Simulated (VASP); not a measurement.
# ZnAu (P4/mmm) in VASP: a series of runs

The runs below take ZnAu through single point, with LDA.

Program: VASP 6.6.1. These are calculated values, not measurements. Logs are shortened: lines on timing, memory, paths and dates and some standing lists are left out, and cuts for length are marked.

## Step 1: The cell of the first run

It takes space group P4/mmm (No. 123, tetragonal). Conventional cell: a = 3.190 Å, b = 3.190 Å, c = 3.063 Å, α = 90.00°, β = 90.00°, γ = 90.00°. Zn (site symmetry 4/mmm) has 8 Au at 2.73 Å and 6 Zn at 3.06 to 3.19 Å within 3.6 Å. Within 3.6 Å of Au (site symmetry 4/mmm) lie 8 Zn at 2.73 Å and 6 Au at 3.06 to 3.19 Å.

## Step 2: Single point, LDA

The input, INCAR:

```
SYSTEM = ZnAu
  PREC = Accurate
  ENCUT = 520
  EDIFF = 1E-6
  ISMEAR = 0
  SIGMA = 0.15
  LREAL = .False.
  LASPH = .True.
  NELM = 60
  ALGO = Fast
  ISIF = 2
  LWAVE = .False.
  LCHARG = .True.
  GGA = CA
  LELF = .True.
  LVHAR = .True.
  NBANDS = 18
```

The input, KPOINTS:

```
Automatic mesh
0
Gamma
  16 16 16
  0 0 0
```

The input, POSCAR:

```
ZnAu
1.0
    3.1901149467      0.0000000000      0.0000000000
    0.0000000000      3.1901149467      0.0000000000
    0.0000000000      0.0000000000      3.0625103488
Zn Au
1 1
Direct
    0.5000000000      0.5000000000      0.5000000000
    0.0000000000      0.0000000000      0.0000000000
```

Potentials or basis: VASP PAW LDA potentials, release 64 (Zn, Au).

Launch:

```sh
$ cat potpaw_LDA.64/Zn/POTCAR potpaw_LDA.64/Au/POTCAR > POTCAR
$ mpirun -np 1 vasp_std > vasp.out
```

OUTCAR:

```text
SYSTEM = ZnAu
   PREC = Accurate
   ENCUT = 520
   EDIFF = 1E-6
   ISMEAR = 0
   LREAL = .False.
   LASPH = .True.
   NELM = 60
   ISIF = 2
   GGA = CA

 ion  position               nearest neighbor table
   1  0.500  0.500  0.500-   2 2.73   2 2.73   2 2.73   2 2.73   2 2.73   2 2.73   2 2.73   2 2.73

   2  0.000  0.000  0.000-   1 2.73   1 2.73   1 2.73   1 2.73   1 2.73   1 2.73   1 2.73   1 2.73

  LATTYP: Found a simple tetragonal cell.
 ALAT       =     3.1901149467
 C/A-ratio  =     0.9600000000

  Lattice vectors:

 A1 = (   3.1901149467,   0.0000000000,   0.0000000000)
 A2 = (   0.0000000000,   3.1901149467,   0.0000000000)
 A3 = (   0.0000000000,   0.0000000000,   3.0625103488)

Analysis of symmetry for initial positions (statically):
=====================================================================
 Subroutine PRICEL returns:
 Original cell was already a primitive cell.

 Routine SETGRP: Setting up the symmetry group for a
 simple tetragonal supercell.

 Subroutine GETGRP returns: Found 16 space group operations
 (whereof 16 operations were pure point group operations)
 out of a pool of 16 trial point group operations.

The static configuration has the point symmetry D_4h.

Analysis of symmetry for dynamics (positions and initial velocities):
=====================================================================
 Subroutine PRICEL returns:
 Original cell was already a primitive cell.

 Routine SETGRP: Setting up the symmetry group for a
 simple tetragonal supercell.

 Subroutine GETGRP returns: Found 16 space group operations
 (whereof 16 operations were pure point group operations)
 out of a pool of 16 trial point group operations.

The dynamic configuration has the point symmetry D_4h.

 Subroutine INISYM returns: Found 16 space group operations
 (whereof 16 operations are pure point group operations),
 and found     1 'primitive' translations

----------------------------------------------------------------------------------------

                                     Primitive cell

  volume of cell :      31.1667

  direct lattice vectors                    reciprocal lattice vectors
     3.190114947  0.000000000  0.000000000     0.313468328  0.000000000  0.000000000
     0.000000000  3.190114947  0.000000000     0.000000000  0.313468328  0.000000000
     0.000000000  0.000000000  3.062510349     0.000000000  0.000000000  0.326529509

  length of vectors
     3.190114947  3.190114947  3.062510349     0.313468328  0.313468328  0.326529509

  position of ions in fractional coordinates (direct lattice)
     0.500000000  0.500000000  0.500000000
     0.000000000  0.000000000  0.000000000

  ion indices of the primitive-cell ions
   primitive index   ion index
                 1           1
                 2           2

----------------------------------------------------------------------------------------

 KPOINTS: Automatic mesh

Automatic generation of k-mesh.
 Grid dimensions read from file:
 generate k-points for:   16   16   16

 Generating k-lattice:

  Cartesian coordinates                     Fractional coordinates (reciprocal lattice)
     0.019591771  0.000000000  0.000000000     0.062500000  0.000000000  0.000000000
     0.000000000  0.019591771  0.000000000     0.000000000  0.062500000  0.000000000
     0.000000000  0.000000000  0.020408094     0.000000000  0.000000000  0.062500000

  Length of vectors
     0.019591771  0.019591771  0.020408094

  Shift w.r.t. Gamma in fractional coordinates (k-lattice)
     0.000000000  0.000000000  0.000000000

 Subroutine IBZKPT returns following result:
 ===========================================

 Found    405 irreducible k-points:

 Following reciprocal coordinates:
            Coordinates               Weight
  0.000000  0.000000  0.000000      1.000000
  0.062500  0.000000  0.000000      4.000000
  0.125000  0.000000  0.000000      4.000000
  0.187500  0.000000  0.000000      4.000000
  0.250000  0.000000  0.000000      4.000000
  0.312500  0.000000  0.000000      4.000000
[... 16 lines left out ...]
  0.437500  0.125000  0.000000      8.000000
  0.500000  0.125000  0.000000      4.000000
 [... further k-points ...]
   k-points           NKPTS =    405   k-points in BZ     NKDIM =    405   number of bands    NBANDS=     18
   number of dos      NEDOS =    301   number of ions     NIONS =      2
   total plane-waves  NPLWV =  13824
   dimension x,y,z NGX =    24 NGY =   24 NGZ =   24
   dimension x,y,z NGXF=    48 NGYF=   48 NGZF=   48
   ions per type =               1   1
   NGX,Y,Z   is equivalent  to a cutoff of  12.51, 12.51, 13.03 a.u.
   NGXF,Y,Z  is equivalent  to a cutoff of  25.01, 25.01, 26.06 a.u.
 SYSTEM =  ZnAu
   PREC   = accura    normal or accurate (medium, high low for compatibility)
   ISTART =      0    job   : 0-new  1-cont  2-samecut
   ICHARG =      2    charge: 1-file 2-atom 10-const
   ISPIN  =      1    spin polarized calculation?
   LNONCOLLINEAR =      F non collinear calculations
   LSORBIT =      F    spin-orbit coupling
   LASPH  =      T    aspherical Exc in radial PAW
   ENCUT  =  520.0 eV  38.22 Ry    6.18 a.u.   5.93  5.93  5.69*2*pi/ulx,y,z
   NELM   =     60;   NELMIN=  2; NELMDL= -5     # of ELM steps
   EDIFF  = 0.1E-05   stopping-criterion for ELM
   LREAL  =      F    real-space projection
   EDIFFG = 0.1E-04   stopping-criterion for IOM
   NSW    =      0    number of steps for IOM
   IBRION =     -1    ionic relax: 0-MD 1-quasi-New 2-CG
   NFREE  =      0    steps in history (QN), initial steepest desc. (CG)
   ISIF   =      2    stress and relaxation
   ISYM   =      2    0-nonsym 1-usesym 2-fastsym
   POTIM  = 0.5000    time-step for ionic-motion
   TEBEG  =    0.0;   TEEND  =   0.0 temperature during run
   PSTRESS=    0.0 pullay stress
   NELECT =      23.0000    total number of electrons
   NUPDOWN=      -1.0000    fix difference up-down
   EMIN   =  10.00;   EMAX   =-10.00  energy-range for DOS
   EFERMI =   0.00;   METHOD = LEGACY
   ISMEAR =     0;   SIGMA  =   0.15  broadening in eV -4-tet -1-fermi 0-gaus
   EFERMI_NEDOS =   21; number of points for ismear=-14 and -15
   IALGO  =     68    algorithm
   IMIX   =      4    mixing-type and parameters
     AMIX     =   0.40;   BMIX     =  1.00
     AMIX_MAG =   1.60;   BMIX_MAG =  1.00
  volume/ion in A,a.u.               =      15.58       105.16
  Fermi-wavevector in a.u.,A,eV,Ry     =   1.479406  2.795672 29.778283  2.188642
  Thomas-Fermi vector in A             =   2.593568
   LORBIT       =      0    0 simple, 1 ext, 2 COOP (PROOUT), +10 PAW based schemes
   GGA     = CA    functional components
   LHFCALC =     F    Hartree Fock is set to
   AEXX    =    0.0000 exact exchange contribution
   IVDW    =     0    specifies the selected vdW correction
   LEPSILON=     F    determine dielectric tensor
   LRPA    =     F    only Hartree local field effects (RPA)
 non-spin polarized calculation
 RMM-DIIS sequential band-by-band and
 Gauss-broadening in eV      SIGMA  =   0.15
  energy-cutoff  :      520.00
  volume of cell :       31.17
 maximum number of plane-waves:       864
 NGX is ok and might be reduce to    24

 number of electron      23.0000020 magnetization

 Free energy of the ion-electron system (eV)
  ---------------------------------------------------
  ext. energy  EPLUGINS =         0.00000000
  ---------------------------------------------------
  free energy    TOTEN  =        -6.73433736 eV

  energy without entropy =       -6.72878259  energy(sigma->0) =       -6.73155997

 E-fermi :   6.8636     XC(G=0): -12.6771

 val. band max:        6.8627685764   @ k =   0.3750   0.1250   0.3125
 cond. band min:       6.8845884853   @ k =   0.2500   0.1250   0.3750
 fundamental gap:      0.0218199089
 Fermi energy:         6.8635901994

 k-point     1 :       0.0000    0.0000    0.0000
  band No.  band energies     occupation
      1      -3.7633      2.00000
      2      -1.3073      2.00000
      3      -1.3057      2.00000
      4      -0.6801      2.00000
      5      -0.6083      2.00000
      6      -0.6083      2.00000
[... 10 lines left out ...]
     17      19.4942      0.00000
     18      24.9088      0.00000

 k-point     2 :       0.0625    0.0000    0.0000
  band No.  band energies     occupation
      1      -3.6957      2.00000
      2      -1.2917      2.00000
      3      -1.2874      2.00000
      4      -0.6798      2.00000
      5      -0.6088      2.00000
      6      -0.6032      2.00000
[... 10 lines left out ...]
     17      19.4860      0.00000
     18      24.8593      0.00000

 k-point     3 :       0.1250    0.0000    0.0000
  band No.  band energies     occupation
      1      -3.4951      2.00000
      2      -1.2501      2.00000
      3      -1.2316      2.00000
      4      -0.6788      2.00000
      5      -0.6098      2.00000
      6      -0.5883      2.00000
[... 10 lines left out ...]
     17      20.0580      0.00000
     18      24.5960      0.00000

 k-point     4 :       0.1875    0.0000    0.0000
  band No.  band energies     occupation
      1      -3.1682      2.00000
      2      -1.1858      2.00000
      3      -1.1485      2.00000
      4      -0.6765      2.00000
      5      -0.6108      2.00000
      6      -0.5658      2.00000
[... 375 lines left out ...]
      4      -0.6624      2.00000
      5      -0.5249      2.00000
      6      -0.4968      2.00000
[... 10 lines left out ...]
     17      20.0832      0.00000
     18      21.2655      0.00000

 k-point    23 :       0.4375    0.1250    0.0000
  band No.  band energies     occupation
      1      -1.1915      2.00000
      2      -0.9618      2.00000
      3      -0.7932      2.00000
      4      -0.6527      2.00000
      5      -0.5350      2.00000
      6      -0.2712      2.00000
[... 10 lines left out ...]
     17      20.0404      0.00000
     18      20.4274      0.00000

 k-point    24 :       0.5000    0.1250    0.0000
  band No.  band energies     occupation
      1      -1.0319      2.00000
      2      -1.0013      2.00000
      3      -0.7864      2.00000
      4      -0.6478      2.00000
      5      -0.5402      2.00000
      6      -0.1012      2.00000
[... 10 lines left out ...]
     17      19.1638      0.00000
     18      20.6953      0.00000

 [... further k-points ...]

------------------------ aborting loop because EDIFF is reached ----------------------------------------

  FORCE on cell =-STRESS in cart. coord.  units (eV):
  Direction    XX          YY          ZZ          XY          YZ          ZX
  --------------------------------------------------------------------------------------
  -------------------------------------------------------------------------------------
  Total       -1.2153609     -1.2153609     -1.1676001      0.0000000      0.0000000      0.0000000
  in kB      -62.4777848    -62.4777848    -60.0225529      0.0000000      0.0000000      0.0000000
  external PRESSURE =     -61.6593742 kB  Pullay stress =       0.0000000 kB

 VOLUME and BASIS-vectors are now :
 -----------------------------------------------------------------------------
  energy-cutoff  :      520.00
  volume of cell :       31.17
      direct lattice vectors                 reciprocal lattice vectors
     3.190114947  0.000000000  0.000000000     0.313468328  0.000000000  0.000000000
     0.000000000  3.190114947  0.000000000     0.000000000  0.313468328  0.000000000
     0.000000000  0.000000000  3.062510349     0.000000000  0.000000000  0.326529509

 POSITION                                       TOTAL-FORCE (eV/Angst)
 -----------------------------------------------------------------------------------
      1.59506      1.59506      1.53126         0.000000      0.000000      0.000000
      0.00000      0.00000      0.00000         0.000000      0.000000      0.000000
 -----------------------------------------------------------------------------------
    total drift:                                0.000000      0.000000     -0.000000

  FREE ENERGIE OF THE ION-ELECTRON SYSTEM (eV)
  ---------------------------------------------------
  free  energy   TOTEN  =        -6.7343373607 eV

  energy  without entropy=       -6.7287825874  energy(sigma->0) =       -6.73155997
```

Run time: 2.2 min. Hardware: 1 thread of Oxide Virtual Turin-like, shared host; peak memory 0.29 GiB.

Results:

```yaml
Free_energy: -6.7343 eV
Pressure: -6.2 GPa
Band_gap_on_the_k_mesh: zero (an odd number of electrons rules out a gap without spin polarisation)
```

Caveat: the cell stands under tension; spin-orbit coupling is left out, which moves the levels of the heavy elements.

## Step 3: Single point, LDA

This run uses another cell than the first one, of the same volume but with other edges.

The input, INCAR:

```
SYSTEM = ZnAu
  PREC = Accurate
  ENCUT = 520
  EDIFF = 1E-7
  ISMEAR = 0
  SIGMA = 0.15
  LREAL = .False.
  LASPH = .True.
  NELM = 100
  ALGO = Fast
  ISIF = 2
  LWAVE = .False.
  LCHARG = .False.
  GGA = CA
  NBANDS = 18
```

The input, KPOINTS:

```
regular mesh
0
Gamma
  16 16 16
  0 0 0
```

The input, POSCAR:

```
ZnAu
1.0
    3.0962330580      0.0000000000      0.0000000000
    0.0000000000      3.0962330580      0.0000000000
    0.0000000000      0.0000000000      3.2510447109
Zn Au
1 1
Direct
    0.5000000000      0.5000000000      0.5000000000
    0.0000000000      0.0000000000      0.0000000000
```

Potentials or basis: VASP PAW LDA potentials, release 64 (Zn, Au).

Launch:

```sh
$ cat potpaw_LDA.64/Zn/POTCAR potpaw_LDA.64/Au/POTCAR > POTCAR
$ mpirun -np 1 vasp_std > vasp.out
```

OUTCAR:

```text
SYSTEM = ZnAu
   PREC = Accurate
   ENCUT = 520
   EDIFF = 1E-7
   ISMEAR = 0
   LREAL = .False.
   LASPH = .True.
   NELM = 100
   ISIF = 2
   GGA = CA

 ion  position               nearest neighbor table
   1  0.500  0.500  0.500-   2 2.73   2 2.73   2 2.73   2 2.73   2 2.73   2 2.73   2 2.73   2 2.73

   2  0.000  0.000  0.000-   1 2.73   1 2.73   1 2.73   1 2.73   1 2.73   1 2.73   1 2.73   1 2.73

  LATTYP: Found a simple tetragonal cell.
 ALAT       =     3.0962330580
 C/A-ratio  =     1.0500000000

  Lattice vectors:

 A1 = (   3.0962330580,   0.0000000000,   0.0000000000)
 A2 = (   0.0000000000,   3.0962330580,   0.0000000000)
 A3 = (   0.0000000000,   0.0000000000,   3.2510447109)

Analysis of symmetry for initial positions (statically):
=====================================================================
 Subroutine PRICEL returns:
 Original cell was already a primitive cell.

 Routine SETGRP: Setting up the symmetry group for a
 simple tetragonal supercell.

 Subroutine GETGRP returns: Found 16 space group operations
 (whereof 16 operations were pure point group operations)
 out of a pool of 16 trial point group operations.

The static configuration has the point symmetry D_4h.
[... 162 lines left out ...]

 E-fermi :   6.8670     XC(G=0): -12.6771

 val. band max:        6.8586496401   @ k =   0.0625   0.0000   0.2500
 cond. band min:       6.8760361557   @ k =   0.4375   0.3750   0.1875
 fundamental gap:      0.0173865156
 Fermi energy:         6.8669531585

 k-point     1 :       0.0000    0.0000    0.0000
  band No.  band energies     occupation
      1      -3.7633      2.00000
      2      -1.3118      2.00000
      3      -1.3008      2.00000
      4      -0.6566      2.00000
      5      -0.6566      2.00000
      6      -0.5798      2.00000
[... 481 lines left out ...]
      5      -0.5895      2.00000
      6       0.0190      2.00000
[... 10 lines left out ...]
     17      17.6463      0.00000
     18      20.6179      0.00000

 [... further k-points ...]

------------------------ aborting loop because EDIFF is reached ----------------------------------------

  FORCE on cell =-STRESS in cart. coord.  units (eV):
  Direction    XX          YY          ZZ          XY          YZ          ZX
  --------------------------------------------------------------------------------------
  -------------------------------------------------------------------------------------
  Total       -1.1905299     -1.1905299     -1.3131622      0.0000000      0.0000000      0.0000000
  in kB      -61.2013037    -61.2013037    -67.5054338      0.0000000      0.0000000      0.0000000
  external PRESSURE =     -63.3026804 kB  Pullay stress =       0.0000000 kB

 VOLUME and BASIS-vectors are now :
 -----------------------------------------------------------------------------
  energy-cutoff  :      520.00
  volume of cell :       31.17
      direct lattice vectors                 reciprocal lattice vectors
     3.096233058  0.000000000  0.000000000     0.322973104  0.000000000  0.000000000
     0.000000000  3.096233058  0.000000000     0.000000000  0.322973104  0.000000000
     0.000000000  0.000000000  3.251044711     0.000000000  0.000000000  0.307593432

 POSITION                                       TOTAL-FORCE (eV/Angst)
 -----------------------------------------------------------------------------------
      1.54812      1.54812      1.62552         0.000000      0.000000      0.000000
      0.00000      0.00000      0.00000         0.000000      0.000000      0.000000
 -----------------------------------------------------------------------------------
    total drift:                                0.000000      0.000000     -0.000000

  FREE ENERGIE OF THE ION-ELECTRON SYSTEM (eV)
  ---------------------------------------------------
  free  energy   TOTEN  =        -6.7336172067 eV

  energy  without entropy=       -6.7283950716  energy(sigma->0) =       -6.73100614
```

OSZICAR:

```text
N       E                     dE             d eps       ncg     rms          rms(c)
DAV:   1     0.129287672955E+03    0.12929E+03   -0.11494E+04 15086   0.165E+03
DAV:   2    -0.174090172186E+01   -0.13103E+03   -0.12487E+03 14828   0.315E+02
DAV:   3    -0.722808834769E+01   -0.54872E+01   -0.54428E+01 16202   0.691E+01
DAV:   4    -0.727694599015E+01   -0.48858E-01   -0.48839E-01 15934   0.577E+00
DAV:   5    -0.727746410308E+01   -0.51811E-03   -0.51810E-03 15700   0.638E-01    0.870E+00
RMM:   6    -0.677666143775E+01    0.50080E+00   -0.10553E+00 14941   0.889E+00    0.548E+00
RMM:   7    -0.674435427450E+01    0.32307E-01   -0.45086E-02 16267   0.186E+00    0.285E+00
RMM:   8    -0.673391563783E+01    0.10439E-01   -0.76259E-03 16264   0.788E-01    0.119E-01
RMM:   9    -0.673361058229E+01    0.30506E-03   -0.17439E-03 17290   0.425E-01    0.110E-01
RMM:  10    -0.673364878109E+01   -0.38199E-04   -0.35377E-04 16873   0.147E-01    0.781E-02
RMM:  11    -0.673361880968E+01    0.29971E-04   -0.93418E-05 16902   0.894E-02    0.289E-02
RMM:  12    -0.673361980814E+01   -0.99846E-06   -0.42027E-05 17087   0.623E-02    0.213E-02
RMM:  13    -0.673361696363E+01    0.28445E-05   -0.11772E-05 17624   0.334E-02    0.255E-03
RMM:  14    -0.673361717262E+01   -0.20900E-06   -0.23101E-06 17359   0.106E-02    0.175E-03
RMM:  15    -0.673361720668E+01   -0.34059E-07   -0.63930E-07 13817   0.858E-03
   1 F= -.67336172E+01 E0= -.67310061E+01  d E =-.522214E-02
```

stdout:

```text
POSCAR found type information on POSCAR ZnAu
 POSCAR found :  2 types and       2 ions
 scaLAPACK will be used
 LDA part: xc-table for (Slater(with rela. corr.)+CA(PZ))
 , standard interpolation
 POSCAR, INCAR and KPOINTS ok, starting setup
 FFT: planning ... GRIDC
 FFT: planning ... GRID_SOFT
 FFT: planning ... GRID
 WAVECAR not read
 entering main loop
WARNING in EDDRMM: call to ZHEGV failed, returncode =   8  4     18
WARNING in EDDRMM: call to ZHEGV failed, returncode =   8  4     17
WARNING in EDDRMM: call to ZHEGV failed, returncode =   8  4     18
WARNING in EDDRMM: call to ZHEGV failed, returncode =   6  3     17
WARNING in EDDRMM: call to ZHEGV failed, returncode =   8  4     16
WARNING in EDDRMM: call to ZHEGV failed, returncode =   8  4     18
WARNING in EDDRMM: call to ZHEGV failed, returncode =   6  3     17
WARNING in EDDRMM: call to ZHEGV failed, returncode =   8  4     18
WARNING in EDDRMM: call to ZHEGV failed, returncode =   8  4     16
WARNING in EDDRMM: call to ZHEGV failed, returncode =   6  3     18
WARNING in EDDRMM: call to ZHEGV failed, returncode =   8  4     18
```

Wall time 2.4 min (1 thread of Oxide Virtual Turin-like, shared host); peak memory 0.3 GiB.

What came out:

- Free energy: -6.7336 eV
- Pressure: -6.3 GPa
- Band gap on the k mesh: zero (an odd number of electrons rules out a gap without spin polarisation)

Caveat: the cell stands under tension; spin-orbit coupling is left out, which moves the levels of the heavy elements.

The gap in the log of VASP goes by the Fermi energy; the results here count the filled bands.